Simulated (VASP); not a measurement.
# Ru (P6_3/mmc) in VASP: a series of runs

Runs on Ru. Level: PBE. Tasks: single point.

Program: VASP 6.6.1. These are calculated values, not measurements. Logs are shortened: lines on timing, memory, paths and dates and some standing lists are left out, and cuts for length are marked.

## Step 1: The cell of the first run

Symmetry: P6_3/mmc, No. 194, hexagonal system. The conventional cell has a = 2.651 Å, b = 2.651 Å, c = 4.194 Å, α = 90.00°, β = 90.00°, γ = 120.00°. Ru (site symmetry -6m2) has 12 Ru at 2.60 to 2.65 Å within 3.4 Å.

## Step 2: Single point, PBE

File INCAR:

```
SYSTEM = Ru
PREC     = Accurate       ! precision mode
ENCUT    = 520            ! plane-wave cutoff, eV
EDIFF    = 1E-6           ! SCF threshold, eV
ISMEAR   = 0              ! smearing method
SIGMA    = 0.05           ! smearing width, eV
LREAL    = .FALSE.        ! projectors in reciprocal space
LASPH    = .TRUE.         ! aspherical terms in the spheres
NELM     = 60             ! most SCF steps
ALGO     = Normal         ! electronic algorithm
ISIF     = 2              ! what is computed and relaxed
LWAVE    = .FALSE.        ! write WAVECAR
LCHARG   = .FALSE.        ! write CHGCAR
GGA      = PE             ! functional
NBANDS   = 21             ! bands
```

File KPOINTS:

```
regular mesh
0
G
  12 12 7
  0 0 0
```

File POSCAR:

```
Ru
1.0
    2.6505640930      0.0000000000      0.0000000000
   -1.3252820465      2.2954562919      0.0000000000
    0.0000000000      0.0000000000      4.1944897589
Ru
2
Direct
    0.3333333333      0.6666666667      0.2500000000
    0.6666666667      0.3333333333      0.7500000000
```

Potentials or basis: VASP PAW PBE potentials, release 64 (Ru_pv).

On the command line:

```bash
$ cat potpaw_PBE.64/Ru_pv/POTCAR > POTCAR
$ mpirun -np 1 vasp_std > vasp.out
```

OUTCAR:

```text
SYSTEM = Ru
   PREC = Accurate
   ENCUT = 520
   EDIFF = 1E-6
   ISMEAR = 0
   LREAL = .FALSE.
   LASPH = .TRUE.
   NELM = 60
   ISIF = 2
   GGA = PE

 ion  position               nearest neighbor table
   1  0.333  0.667  0.250-   2 2.60   2 2.60   2 2.60   2 2.60   2 2.60   2 2.60
   2  0.667  0.333  0.750-   1 2.60   1 2.60   1 2.60   1 2.60   1 2.60   1 2.60

  LATTYP: Found a hexagonal cell.
 ALAT       =     2.6505640930
 C/A-ratio  =     1.5824894670

  Lattice vectors:

 A1 = (   2.6505640930,   0.0000000000,   0.0000000000)
 A2 = (  -1.3252820465,   2.2954562919,   0.0000000000)
 A3 = (   0.0000000000,   0.0000000000,   4.1944897589)

Analysis of symmetry for initial positions (statically):
=====================================================================
 Subroutine PRICEL returns:
 Original cell was already a primitive cell.

 Routine SETGRP: Setting up the symmetry group for a
 hexagonal supercell.

 Subroutine GETGRP returns: Found 24 space group operations
 (whereof 12 operations were pure point group operations)
 out of a pool of 24 trial point group operations.

The static configuration has the point symmetry D_3d.
 The point group associated with its full space group is D_6h.

Analysis of symmetry for dynamics (positions and initial velocities):
=====================================================================
 Subroutine PRICEL returns:
 Original cell was already a primitive cell.

 Routine SETGRP: Setting up the symmetry group for a
 hexagonal supercell.

 Subroutine GETGRP returns: Found 24 space group operations
 (whereof 12 operations were pure point group operations)
 out of a pool of 24 trial point group operations.

The dynamic configuration has the point symmetry D_3d.
 The point group associated with its full space group is D_6h.

 Subroutine INISYM returns: Found 24 space group operations
 (whereof 12 operations are pure point group operations),
 and found     1 'primitive' translations

----------------------------------------------------------------------------------------

                                     Primitive cell

  volume of cell :      25.5203

  direct lattice vectors                    reciprocal lattice vectors
     2.650564093  0.000000000  0.000000000     0.377278181  0.217821616  0.000000000
    -1.325282046  2.295456292  0.000000000     0.000000000  0.435643233  0.000000000
     0.000000000  0.000000000  4.194489759     0.000000000  0.000000000  0.238408020

  length of vectors
[... 80 lines left out ...]
   ENCUT  =  520.0 eV  38.22 Ry    6.18 a.u.   4.93  4.93  7.80*2*pi/ulx,y,z
   NELM   =     60;   NELMIN=  2; NELMDL= -5     # of ELM steps
   EDIFF  = 0.1E-05   stopping-criterion for ELM
   LREAL  =      F    real-space projection
   EDIFFG = 0.1E-04   stopping-criterion for IOM
   NSW    =      0    number of steps for IOM
   IBRION =     -1    ionic relax: 0-MD 1-quasi-New 2-CG
   NFREE  =      0    steps in history (QN), initial steepest desc. (CG)
   ISIF   =      2    stress and relaxation
   ISYM   =      2    0-nonsym 1-usesym 2-fastsym
   POTIM  = 0.5000    time-step for ionic-motion
   TEBEG  =    0.0;   TEEND  =   0.0 temperature during run
   PSTRESS=    0.0 pullay stress
   NELECT =      28.0000    total number of electrons
   NUPDOWN=      -1.0000    fix difference up-down
   EMIN   =  10.00;   EMAX   =-10.00  energy-range for DOS
   EFERMI =   0.00;   METHOD = LEGACY
   ISMEAR =     0;   SIGMA  =   0.05  broadening in eV -4-tet -1-fermi 0-gaus
   EFERMI_NEDOS =   21; number of points for ismear=-14 and -15
   IALGO  =     38    algorithm
   IMIX   =      4    mixing-type and parameters
     AMIX     =   0.40;   BMIX     =  1.00
     AMIX_MAG =   1.60;   BMIX_MAG =  1.00
  volume/ion in A,a.u.               =      12.76        86.11
  Fermi-wavevector in a.u.,A,eV,Ry     =   1.688491  3.190785 38.790223  2.851001
  Thomas-Fermi vector in A             =   2.770788
   LORBIT       =      0    0 simple, 1 ext, 2 COOP (PROOUT), +10 PAW based schemes
   GGA     = PE    functional components
   LHFCALC =     F    Hartree Fock is set to
   AEXX    =    0.0000 exact exchange contribution
   IVDW    =     0    specifies the selected vdW correction
   LEPSILON=     F    determine dielectric tensor
   LRPA    =     F    only Hartree local field effects (RPA)
 non-spin polarized calculation
 Gauss-broadening in eV      SIGMA  =   0.05
  energy-cutoff  :      520.00
  volume of cell :       25.52
 maximum number of plane-waves:       705
 NGX is ok and might be reduce to    20
   NGX =  9   NGY =  9   NGZ = 15

 number of electron      27.9999993 magnetization

 Free energy of the ion-electron system (eV)
  ---------------------------------------------------
  ext. energy  EPLUGINS =         0.00000000
  ---------------------------------------------------
  free energy    TOTEN  =       -18.31244038 eV

  energy without entropy =      -18.31079934  energy(sigma->0) =      -18.31161986

 E-fermi :  14.0379     XC(G=0): -14.5100

 val. band max:       14.0284219404   @ k =   0.3333   0.1667   0.2857
 cond. band min:      14.0635548495   @ k =   0.3333   0.0833   0.2857
 fundamental gap:      0.0351329090
 Fermi energy:        14.0378846557

 k-point     1 :       0.0000    0.0000    0.0000
  band No.  band energies     occupation
      1     -29.8992      2.00000
      2     -28.7686      2.00000
      3     -28.7686      2.00000
      4     -28.5630      2.00000
      5     -28.5630      2.00000
      6     -28.5001      2.00000
[... 565 lines left out ...]
     20      24.3401      0.00000
     21      26.1623      0.00000

 [... further k-points ...]

------------------------ aborting loop because EDIFF is reached ----------------------------------------

  FORCE on cell =-STRESS in cart. coord.  units (eV):
  Direction    XX          YY          ZZ          XY          YZ          ZX
  --------------------------------------------------------------------------------------
  -------------------------------------------------------------------------------------
  Total        4.4049768      4.4049785      4.7125993      0.0000000      0.0000000      0.0000000
  in kB      276.5462200    276.5463291    295.8588863      0.0000000      0.0000000      0.0000000
  external PRESSURE =     282.9838118 kB  Pullay stress =       0.0000000 kB

 VOLUME and BASIS-vectors are now :
 -----------------------------------------------------------------------------
  energy-cutoff  :      520.00
  volume of cell :       25.52
      direct lattice vectors                 reciprocal lattice vectors
     2.650564093  0.000000000  0.000000000     0.377278181  0.217821616  0.000000000
    -1.325282046  2.295456292  0.000000000     0.000000000  0.435643233  0.000000000
     0.000000000  0.000000000  4.194489759     0.000000000  0.000000000  0.238408020

 POSITION                                       TOTAL-FORCE (eV/Angst)
 -----------------------------------------------------------------------------------
     -0.00000      1.53030      1.04862        -0.000000      0.000000      0.000000
      1.32528      0.76515      3.14587         0.000000     -0.000000      0.000000
 -----------------------------------------------------------------------------------
    total drift:                               -0.000000      0.000000     -0.000000

  FREE ENERGIE OF THE ION-ELECTRON SYSTEM (eV)
  ---------------------------------------------------
  free  energy   TOTEN  =       -18.3124403844 eV

  energy  without entropy=      -18.3107993396  energy(sigma->0) =      -18.31161986
```

It took 16 s on 1 thread of Intel Xeon Platinum 8488C (Sapphire Rapids), shared host; peak memory 0.15 GiB.

Results:

```yaml
Free_energy: -18.3124 eV
Pressure: 28.3 GPa
Band_gap_on_the_k_mesh: zero (band 14 reaches 15.58 eV, above the bottom of band 15 at 12.31 eV)
```

## Step 3: Single point, PBE

This run uses another cell than the first one, of 13.03 Å³/atom, 1.021 times its volume.

File INCAR:

```
SYSTEM = Ru
ALGO = Normal ; EDIFF = 1E-6
ENCUT = 520 ; GGA = PE
ISIF = 2 ; ISMEAR = 0
LASPH = .True. ; LCHARG = .False.
LREAL = .False. ; LWAVE = .False.
NBANDS = 21 ; NELM = 80
PREC = Accurate ; SIGMA = 0.05
```

File KPOINTS:

```
k-points
0
Gamma
  12 12 7
  0 0 0
```

File POSCAR:

```
Ru
1.0
    2.6692306523      0.0000000000      0.0000000000
   -1.3346153261      2.3116220096      0.0000000000
    0.0000000000      0.0000000000      4.2240293924
Ru
2
Direct
    0.3333333333      0.6666666667      0.2500000000
    0.6666666667      0.3333333333      0.7500000000
```

Potentials or basis: VASP PAW PBE potentials, release 64 (Ru_pv).

On the command line:

```bash
$ cat potpaw_PBE.64/Ru_pv/POTCAR > POTCAR
$ mpirun -np 1 vasp_std > vasp.out
```

It took 16 s on 1 thread of Intel Xeon Platinum 8488C (Sapphire Rapids), shared host; peak memory 0.16 GiB.

It converged, with:

```
Free energy            : -18.3934 eV
Pressure               : 19.3 GPa
Band gap on the k mesh : zero (band 14 reaches 15.12 eV, above the bottom of band 15 at 11.96 eV)
```

Stress tensor (GPa, compression positive):
```
18.87  0.00  0.00
 0.00 18.87  0.00
 0.00  0.00 20.23
```

Levels at points of the mesh, in eV from the Fermi level:
| k point | band 10 | band 11 | band 12 | band 13 | band 14 | band 15 | band 16 | band 17 | band 18 | band 19 |
| --- | --- | --- | --- | --- | --- | --- | --- | --- | --- | --- |
| (0.00, 0.00, 0.00) | -2.80 | -2.60 | -2.08 | -2.08 | -1.51 | -1.51 | 1.22 | 1.22 | 1.32 | 10.32 |
| (0.50, 0.00, 0.00) | -3.24 | -2.22 | -1.89 | -1.63 | 1.49 | 1.93 | 2.02 | 4.26 | 6.40 | 10.32 |

## Step 4: Single point, PBE

This run uses another cell than the first one, of 13.30 Å³/atom, 1.043 times its volume.

File INCAR:

```
SYSTEM = Ru
PREC     = Accurate       ! precision mode
ENCUT    = 520            ! plane-wave cutoff, eV
EDIFF    = 1E-6           ! SCF threshold, eV
ISMEAR   = 0              ! smearing method
SIGMA    = 0.05           ! smearing width, eV
LREAL    = .False.        ! projectors in reciprocal space
LASPH    = .True.         ! aspherical terms in the spheres
NELM     = 80             ! most SCF steps
ALGO     = Normal         ! electronic algorithm
ISIF     = 2              ! what is computed and relaxed
LWAVE    = .False.        ! write WAVECAR
LCHARG   = .False.        ! write CHGCAR
GGA      = PE             ! functional
NBANDS   = 21             ! bands
```

File KPOINTS:

```
Automatic mesh
0
Gamma
  12 12 7
  0 0 0
```

File POSCAR:

```
Ru
1.0
    2.6876397213      0.0000000000      0.0000000000
   -1.3438198606      2.3275647342      0.0000000000
    0.0000000000      0.0000000000      4.2531615502
Ru
2
Direct
    0.3333333333      0.6666666667      0.2500000000
    0.6666666667      0.3333333333      0.7500000000
```

On the command line:

```bash
$ cat potpaw_PBE.64/Ru_pv/POTCAR > POTCAR
$ mpirun -np 1 vasp_std > vasp.out
```

Wall time 18 s (1 thread of Intel Xeon Platinum 8488C (Sapphire Rapids), shared host); peak memory 0.16 GiB.

Results (log left out):

- Free energy: -18.4457 eV
- Pressure: 11.4 GPa
- Band gap on the k mesh: zero (band 14 reaches 14.68 eV, above the bottom of band 15 at 11.62 eV)

Stress tensor (GPa, compression positive):
```
11.11  0.00  0.00
 0.00 11.11  0.00
 0.00  0.00 11.98
```

Levels at points of the mesh, in eV from the Fermi level:
```
           k point  band 11  band 12  band 13  band 14  band 15  band 16  band 17  band 18
(0.00, 0.00, 0.00)    -2.53    -2.01    -2.01    -1.46    -1.46     1.19     1.19     1.29
(0.50, 0.00, 0.00)    -2.16    -1.86    -1.59     1.44     1.87     1.95     4.14     6.24
```

## Step 5: Single point, PBE

This run uses another cell than the first one, of 13.57 Å³/atom, 1.064 times its volume.

File INCAR:

```
SYSTEM = Ru
PREC = Accurate
ENCUT = 520
EDIFF = 1E-6
ISMEAR = 0
SIGMA = 0.05
LREAL = .FALSE.
LASPH = .TRUE.
NELM = 100
ALGO = Normal
ISIF = 2
LWAVE = .FALSE.
LCHARG = .FALSE.
GGA = PE
NBANDS = 21
```

File KPOINTS:

```
Automatic mesh
0
G
  12 12 7
  0 0 0
```

File POSCAR:

```
Ru
1.0
    2.7058000000      0.0000000000      0.0000000000
   -1.3529000000      2.3432920000      0.0000000000
    0.0000000000      0.0000000000      4.2819000000
Ru
2
Direct
    0.3333333333      0.6666666667      0.2500000000
    0.6666666667      0.3333333333      0.7500000000
```

Potentials or basis: VASP PAW PBE potentials, release 64 (Ru_pv).

On the command line:

```bash
$ cat potpaw_PBE.64/Ru_pv/POTCAR > POTCAR
$ mpirun -np 1 vasp_std > vasp.out
```

OUTCAR:

```text
SYSTEM = Ru
   PREC = Accurate
   ENCUT = 520
   EDIFF = 1E-6
   ISMEAR = 0
   LREAL = .FALSE.
   LASPH = .TRUE.
   NELM = 100
   ISIF = 2
   GGA = PE

 ion  position               nearest neighbor table
   1  0.333  0.667  0.250-   2 2.65   2 2.65   2 2.65   2 2.65   2 2.65   2 2.65
   2  0.667  0.333  0.750-   1 2.65   1 2.65   1 2.65   1 2.65   1 2.65   1 2.65

  LATTYP: Found a hexagonal cell.
 ALAT       =     2.7058000000
 C/A-ratio  =     1.5824894671

  Lattice vectors:

 A1 = (   2.7058000000,   0.0000000000,   0.0000000000)
 A2 = (  -1.3529000000,   2.3432920000,   0.0000000000)
 A3 = (   0.0000000000,   0.0000000000,   4.2819000000)

Analysis of symmetry for initial positions (statically):
=====================================================================
 Subroutine PRICEL returns:
 Original cell was already a primitive cell.

 Routine SETGRP: Setting up the symmetry group for a
 hexagonal supercell.

 Subroutine GETGRP returns: Found 24 space group operations
 (whereof 12 operations were pure point group operations)
 out of a pool of 24 trial point group operations.

The static configuration has the point symmetry D_3d.
 The point group associated with its full space group is D_6h.
[... 160 lines left out ...]

  energy without entropy =      -18.47070472  energy(sigma->0) =      -18.47157147

 E-fermi :  12.8730     XC(G=0): -14.1222

 val. band max:       12.8698083997   @ k =   0.3333   0.1667   0.2857
 cond. band min:      12.8966364160   @ k =   0.3333   0.0833   0.2857
 fundamental gap:      0.0268280162
 Fermi energy:        12.8729637639

 k-point     1 :       0.0000    0.0000    0.0000
  band No.  band energies     occupation
      1     -30.8069      2.00000
      2     -29.8848      2.00000
      3     -29.8848      2.00000
      4     -29.7148      2.00000
      5     -29.7148      2.00000
      6     -29.6634      2.00000
[... 565 lines left out ...]
     20      23.2472      0.00000
     21      24.3960      0.00000

 [... further k-points ...]

------------------------ aborting loop because EDIFF is reached ----------------------------------------

  FORCE on cell =-STRESS in cart. coord.  units (eV):
  Direction    XX          YY          ZZ          XY          YZ          ZX
  --------------------------------------------------------------------------------------
  -------------------------------------------------------------------------------------
  Total        0.7030996      0.7030999      0.7737880      0.0000000      0.0000000      0.0000000
  in kB       41.4924249     41.4924412     45.6640016      0.0000000      0.0000000      0.0000000
  external PRESSURE =      42.8829559 kB  Pullay stress =       0.0000000 kB

 VOLUME and BASIS-vectors are now :
 -----------------------------------------------------------------------------
  energy-cutoff  :      520.00
  volume of cell :       27.15
      direct lattice vectors                 reciprocal lattice vectors
     2.705800000  0.000000000  0.000000000     0.369576465  0.213375030  0.000000000
    -1.352900000  2.343292000  0.000000000     0.000000000  0.426750059  0.000000000
     0.000000000  0.000000000  4.281900000     0.000000000  0.000000000  0.233541185

 POSITION                                       TOTAL-FORCE (eV/Angst)
 -----------------------------------------------------------------------------------
     -0.00000      1.56219      1.07048         0.000000      0.000000      0.000000
      1.35290      0.78110      3.21143        -0.000000     -0.000000      0.000000
 -----------------------------------------------------------------------------------
    total drift:                               -0.000000      0.000000     -0.000000

  FREE ENERGIE OF THE ION-ELECTRON SYSTEM (eV)
  ---------------------------------------------------
  free  energy   TOTEN  =       -18.4724382168 eV

  energy  without entropy=      -18.4707047177  energy(sigma->0) =      -18.47157147
```

Wall time 18 s (1 thread of Intel Xeon Platinum 8488C (Sapphire Rapids), shared host); peak memory 0.16 GiB.

What came out:

- Free energy: -18.4724 eV
- Pressure: 4.3 GPa
- Band gap on the k mesh: zero (band 14 reaches 14.26 eV, above the bottom of band 15 at 11.30 eV)

Levels at points of the mesh, in eV from the Fermi level:
| k point | band 12 | band 13 | band 14 | band 15 | band 16 | band 17 |
| --- | --- | --- | --- | --- | --- | --- |
| (0.00, 0.00, 0.00) | -1.95 | -1.95 | -1.42 | -1.42 | 1.15 | 1.15 |
| (0.50, 0.00, 0.00) | -1.82 | -1.55 | 1.38 | 1.80 | 1.88 | 4.03 |

## Step 6: Summary

| cell | gap on the mesh (eV) | pressure (GPa) |
| --- | --- | --- |
| a = 2.651, b = 2.651, c = 4.194 Å, angles 90.0, 90.0, 120.0°, 2 atoms | none | 28.3 |
| a = 2.669, b = 2.669, c = 4.224 Å, angles 90.0, 90.0, 120.0°, 2 atoms | none | 19.3 |
| a = 2.688, b = 2.688, c = 4.253 Å, angles 90.0, 90.0, 120.0°, 2 atoms | none | 11.4 |
| a = 2.706, b = 2.706, c = 4.282 Å, angles 90.0, 90.0, 120.0°, 2 atoms | none | 4.3 |

Alike in all rows: task single point; level PBE; potentials or basis VASP PAW PBE potentials, release 64 (Ru_pv); no spin polarisation; k mesh 12 × 12 × 7; cutoff (eV) 520; smearing gaussian 0.05 eV.

Total energies depend on the potentials used, so only differences within one code and one set of settings carry meaning.
